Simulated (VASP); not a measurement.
# TaN (P-62m) in VASP: further runs

The runs below take TaN through single point, with PBEsol.

Program: VASP 6.6.1. These are calculated values, not measurements. Logs are shortened: lines on timing, memory, paths and dates and some standing lists are left out, and cuts for length are marked.

**1. The cell of the first run**

It takes space group P-62m (No. 189, hexagonal). The conventional cell has a = 5.152 Å, b = 5.152 Å, c = 2.887 Å, α = 90.00°, β = 90.00°, γ = 120.00°. Within 2.8 Å of Ta (site symmetry -6) lie 6 N at 2.14 Å. Ta (site symmetry -62m) has 3 N at 2.02 Å within 2.7 Å. Within 2.7 Å of N (site symmetry m2m) lie 5 Ta at 2.02 to 2.14 Å.

**2. Single point, PBEsol**

INCAR

```
SYSTEM = TaN
  ALGO = Normal
  EDIFF = 1E-6
  ENCUT = 520
  GGA = PS
  ISIF = 2
  ISMEAR = -1
  LASPH = .True.
  LCHARG = .True.
  LELF = .True.
  LREAL = .False.
  LVHAR = .True.
  LWAVE = .False.
  NBANDS = 33
  NELM = 100
  PREC = Accurate
  SIGMA = 0.05
```

KPOINTS

```
k-points
0
Gamma
  5 5 8
  0 0 0
```

POSCAR

```
TaN
1.0
    5.1523340700      0.0000000000      0.0000000000
   -2.5761670350      4.4620521953      0.0000000000
    0.0000000000      0.0000000000      2.8865366585
Ta N
3 3
Direct
    0.3333333333      0.6666666667      0.5000000000
    0.6666666667      0.3333333333      0.5000000000
    0.0000000000      0.0000000000      0.0000000000
    0.3928500000      0.0000000000      0.0000000000
    0.6071500000      0.6071500000      0.0000000000
    0.0000000000      0.3928500000      0.0000000000
```

Potentials or basis: VASP PAW PBE potentials, release 64 (Ta_pv, N).

Run with:

```sh
$ cat potpaw_PBE.64/Ta_pv/POTCAR potpaw_PBE.64/N/POTCAR > POTCAR
$ mpirun -np 1 vasp_std > vasp.out
```

OUTCAR:

```text
SYSTEM = TaN
   EDIFF = 1E-6
   ENCUT = 520
   GGA = PS
   ISIF = 2
   ISMEAR = -1
   LASPH = .True.
   LREAL = .False.
   NELM = 100
   PREC = Accurate

 ion  position               nearest neighbor table
   1  0.333  0.667  0.500-   5 2.14   5 2.14   6 2.14   6 2.14   4 2.14   4 2.14   2 2.97   2 2.97
                             2 2.97   3 3.31   3 3.31   3 3.31   3 3.31   3 3.31   3 3.31
   2  0.667  0.333  0.500-   6 2.14   6 2.14   4 2.14   4 2.14   5 2.14   5 2.14   1 2.97   1 2.97
                             1 2.97   3 3.31   3 3.31   3 3.31   3 3.31   3 3.31   3 3.31
   3  0.000  0.000  0.000-   4 2.02   5 2.02   6 2.02   2 3.31   1 3.31   1 3.31   2 3.31   2 3.31
                             2 3.31   1 3.31   1 3.31   2 3.31   2 3.31   1 3.31   1 3.31
   4  0.393  0.000  0.000-   3 2.02   1 2.14   1 2.14   2 2.14   2 2.14
   5  0.607  0.607  0.000-   3 2.02   1 2.14   1 2.14   2 2.14   2 2.14
   6  0.000  0.393  0.000-   3 2.02   2 2.14   2 2.14   1 2.14   1 2.14

  LATTYP: Found a hexagonal cell.
 ALAT       =     5.1523340700
 C/A-ratio  =     0.5602386451

  Lattice vectors:

 A1 = (   5.1523340700,   0.0000000000,   0.0000000000)
 A2 = (  -2.5761670350,   4.4620521953,   0.0000000000)
 A3 = (   0.0000000000,   0.0000000000,   2.8865366585)

Analysis of symmetry for initial positions (statically):
=====================================================================
 Subroutine PRICEL returns:
 Original cell was already a primitive cell.

 Routine SETGRP: Setting up the symmetry group for a
 hexagonal supercell.

 Subroutine GETGRP returns: Found 12 space group operations
 (whereof 12 operations were pure point group operations)
 out of a pool of 24 trial point group operations.

The static configuration has the point symmetry D_3h.

Analysis of symmetry for dynamics (positions and initial velocities):
=====================================================================
 Subroutine PRICEL returns:
 Original cell was already a primitive cell.

 Routine SETGRP: Setting up the symmetry group for a
 hexagonal supercell.

 Subroutine GETGRP returns: Found 12 space group operations
 (whereof 12 operations were pure point group operations)
 out of a pool of 24 trial point group operations.

The dynamic configuration has the point symmetry D_3h.

 Subroutine INISYM returns: Found 12 space group operations
 (whereof 12 operations are pure point group operations),
 and found     1 'primitive' translations

----------------------------------------------------------------------------------------
[... 104 lines left out ...]
   IBRION =     -1    ionic relax: 0-MD 1-quasi-New 2-CG
   NFREE  =      0    steps in history (QN), initial steepest desc. (CG)
   ISIF   =      2    stress and relaxation
   ISYM   =      2    0-nonsym 1-usesym 2-fastsym
   POTIM  = 0.5000    time-step for ionic-motion
   TEBEG  =    0.0;   TEEND  =   0.0 temperature during run
   PSTRESS=    0.0 pullay stress
   NELECT =      48.0000    total number of electrons
   NUPDOWN=      -1.0000    fix difference up-down
   EMIN   =  10.00;   EMAX   =-10.00  energy-range for DOS
   EFERMI =   0.00;   METHOD = LEGACY
   ISMEAR =    -1;   SIGMA  =   0.05  broadening in eV -4-tet -1-fermi 0-gaus
   EFERMI_NEDOS =   21; number of points for ismear=-14 and -15
   IALGO  =     38    algorithm
   IMIX   =      4    mixing-type and parameters
     AMIX     =   0.40;   BMIX     =  1.00
     AMIX_MAG =   1.60;   BMIX_MAG =  1.00
  volume/ion in A,a.u.               =      11.06        74.64
  Fermi-wavevector in a.u.,A,eV,Ry     =   1.469546  2.777040 29.382691  2.159567
  Thomas-Fermi vector in A             =   2.584911
   LORBIT       =      0    0 simple, 1 ext, 2 COOP (PROOUT), +10 PAW based schemes
   GGA     = PS    functional components
   LHFCALC =     F    Hartree Fock is set to
   AEXX    =    0.0000 exact exchange contribution
   IVDW    =     0    specifies the selected vdW correction
   LEPSILON=     F    determine dielectric tensor
   LRPA    =     F    only Hartree local field effects (RPA)
 non-spin polarized calculation
  energy-cutoff  :      520.00
  volume of cell :       66.36
 maximum number of plane-waves:      1822
 NGX is ok and might be reduce to    40
   NGX = 19   NGY = 19   NGZ = 11

 number of electron      47.9999999 magnetization

 Free energy of the ion-electron system (eV)
  ---------------------------------------------------
  ext. energy  EPLUGINS =         0.00000000
  ---------------------------------------------------
  free energy    TOTEN  =       -71.42729571 eV

  energy without entropy =      -71.41875843  energy(sigma->0) =      -71.42302707

 E-fermi :   8.6438     XC(G=0): -13.2969

 val. band max:        8.3801329229   @ k =   0.2000   0.0000   0.1250
 cond. band min:       8.7036749645   @ k =   0.2000   0.0000   0.2500
 fundamental gap:      0.3235420416
 Fermi energy:         8.6438463970

 k-point     1 :       0.0000    0.0000    0.0000
  band No.  band energies     occupation
      1     -27.7235      2.00000
      2     -27.7235      2.00000
      3     -27.3432      2.00000
      4     -27.3432      2.00000
      5     -27.1431      2.00000
      6     -27.0229      2.00000
[... 853 lines left out ...]
     32      13.5237      0.00000
     33      13.8949      0.00000

 [... further k-points ...]

------------------------ aborting loop because EDIFF is reached ----------------------------------------

  FORCE on cell =-STRESS in cart. coord.  units (eV):
  Direction    XX          YY          ZZ          XY          YZ          ZX
  --------------------------------------------------------------------------------------
  -------------------------------------------------------------------------------------
  Total        2.5940405      2.5940405      1.9331318      0.0000000      0.0000000      0.0000000
  in kB       62.6284415     62.6284415     46.6719900      0.0000000      0.0000000      0.0000000
  external PRESSURE =      57.3096243 kB  Pullay stress =       0.0000000 kB

 VOLUME and BASIS-vectors are now :
 -----------------------------------------------------------------------------
  energy-cutoff  :      520.00
  volume of cell :       66.36
      direct lattice vectors                 reciprocal lattice vectors
     5.152334070  0.000000000  0.000000000     0.194086794  0.112056063  0.000000000
    -2.576167035  4.462052195  0.000000000     0.000000000  0.224112125  0.000000000
     0.000000000  0.000000000  2.886536658     0.000000000  0.000000000  0.346435926

 POSITION                                       TOTAL-FORCE (eV/Angst)
 -----------------------------------------------------------------------------------
     -0.00000      2.97470      1.44327        -0.000000      0.000000     -0.000000
      2.57617      1.48735      1.44327        -0.000000      0.000000     -0.000000
      0.00000      0.00000      0.00000        -0.000000      0.000000     -0.000000
      2.02409      0.00000      0.00000         0.105197      0.000000      0.000000
      1.56412      2.70913      0.00000        -0.052599     -0.091104     -0.000000
     -1.01205      1.75292      0.00000        -0.052599      0.091104     -0.000000
 -----------------------------------------------------------------------------------
    total drift:                               -0.000001     -0.000003      0.000000

  FREE ENERGIE OF THE ION-ELECTRON SYSTEM (eV)
  ---------------------------------------------------
  free  energy   TOTEN  =       -71.4272957065 eV

  energy  without entropy=      -71.4187584275  energy(sigma->0) =      -71.42302707
```

stdout:

```text
POSCAR found type information on POSCAR TaN
 POSCAR found :  2 types and       6 ions
 scaLAPACK will be used
 -----------------------------------------------------------------------------
|                                                                             |
|                                                                             |
|     You enforced a specific xc type in the INCAR file but a different       |
|     I HOPE YOU KNOW WHAT YOU ARE DOING!                                     |
|                                                                             |
 -----------------------------------------------------------------------------

 LDA part: xc-table for (Slater+PW92), standard interpolation
 POSCAR, INCAR and KPOINTS ok, starting setup
 FFT: planning ... GRIDC
 FFT: planning ... GRID_SOFT
 FFT: planning ... GRID
 WAVECAR not read
 entering main loop
```

It took 21 s on 1 thread of Intel Xeon 6975P-C (Granite Rapids), shared host; peak memory 0.2 GiB.

Results:

- Free energy: -71.4273 eV
- Pressure: 5.7 GPa
- Largest force: 0.105 eV/Å
- Band gap on the k mesh: zero (band 24 reaches 10.43 eV, above the bottom of band 25 at 7.22 eV)

Forces on the atoms (eV/Å):
```
Ta   0.000  0.000  0.000
Ta   0.000  0.000  0.000
Ta   0.000  0.000  0.000
N    0.105  0.000  0.000
N   -0.053 -0.091  0.000
N   -0.053  0.091  0.000
```

Caveat: the PAW data sets were made with another functional, which shifts forces and pressure a little; spin-orbit coupling is left out, which moves the levels of the heavy elements.

**3. Single point, PBEsol**

This run uses another cell than the first one, of 11.34 Å³/atom, 1.026 times its volume.

INCAR

```
SYSTEM = TaN
PREC     = Accurate       ! precision mode
ENCUT    = 520            ! plane-wave cutoff, eV
EDIFF    = 1E-6           ! SCF threshold, eV
ISMEAR   = -1             ! smearing method
SIGMA    = 0.05           ! smearing width, eV
LREAL    = .FALSE.        ! projectors in reciprocal space
LASPH    = .TRUE.         ! aspherical terms in the spheres
NELM     = 80             ! most SCF steps
ALGO     = Normal         ! electronic algorithm
ISIF     = 2              ! what is computed and relaxed
LWAVE    = .FALSE.        ! write WAVECAR
LCHARG   = .FALSE.        ! write CHGCAR
GGA      = PS             ! functional
NBANDS   = 33             ! bands
```

KPOINTS

```
Automatic mesh
0
G
  5 5 8
  0 0 0
```

POSCAR: that of step 2 with these lines changed.

```diff
@@ -2,5 +2,5 @@
 1.0
-    5.1523340700      0.0000000000      0.0000000000
-   -2.5761670350      4.4620521953      0.0000000000
-    0.0000000000      0.0000000000      2.8865366585
+    5.1960000000      0.0000000000      0.0000000000
+   -2.5980000000      4.4998680000      0.0000000000
+    0.0000000000      0.0000000000      2.9110000000
 Ta N
```

Potentials or basis: VASP PAW PBE potentials, release 64 (Ta_pv, N).

Run with:

```sh
$ cat potpaw_PBE.64/Ta_pv/POTCAR potpaw_PBE.64/N/POTCAR > POTCAR
$ mpirun -np 1 vasp_std > vasp.out
```

Run time: 24 s. Hardware: 1 thread of Intel Xeon 6975P-C (Granite Rapids), shared host; peak memory 0.21 GiB.

Results (log left out):

* Free energy: -71.4426 eV
* Pressure: -2.9 GPa
* Largest force: 0.006 eV/Å
* Band gap on the k mesh: zero (band 24 reaches 10.09 eV, above the bottom of band 25 at 6.97 eV)

Forces on the atoms (eV/Å):
```
Ta   0.000  0.000  0.000
Ta   0.000  0.000  0.000
Ta   0.000  0.000  0.000
N   -0.006  0.000  0.000
N    0.003  0.006  0.000
N    0.003 -0.006  0.000
```

Stress tensor (GPa, compression positive):
```
-2.28  0.00  0.00
 0.00 -2.28  0.00
 0.00  0.00 -4.25
```

Levels at points of the mesh, in eV from the Fermi level:
```tsv
k point	band 22	band 23	band 24	band 25	band 26	band 27
(0.00, 0.00, 0.00)	-3.50	-2.10	-1.10	-1.10	0.38	0.38
(0.00, 0.00, 0.50)	-3.06	-3.06	1.73	1.73	1.82	2.01
```

Caveat: the PAW data sets were made with another functional, which shifts forces and pressure a little; spin-orbit coupling is left out, which moves the levels of the heavy elements.
